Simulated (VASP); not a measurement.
Runs of VASP 6.6.1 on Au. The structure is that of space group Fm-3m (No. 225), or close to it. The cells are those of the table. 

```csv
cell,gap on the mesh (eV),pressure (GPa)
"a = 2.614 Å, angles 60.0°, 1 atom",none,(b)
"a = 2.389 Å, angles 60.0°, 1 atom",none,(a)
"a = 2.794 Å, angles 60.0°, 1 atom",none,29.6
"a = 2.513 Å, angles 60.0°, 1 atom",none,248.5
"a = 2.916 Å, angles 60.0°, 1 atom",none,0.3
```

Alike in all rows: task single point; level r2SCAN; potentials or basis VASP PAW PBE potentials, release 64 (Au); no spin polarisation; k mesh 16 × 16 × 16; cutoff (eV) 520; smearing fermi-dirac 0.05 eV.

Task: Fill in the values left out.

Result: (a) 499.2; (b) 132.8.

Caveats: the PAW data sets were made with another functional, which shifts forces and pressure a little; spin-orbit coupling is left out, which moves the levels of the heavy elements.

A k mesh can miss the band edges, and the runs leave out spin-orbit coupling on Au.

A gap of «none» marks levels without a gap at the run's occupations.
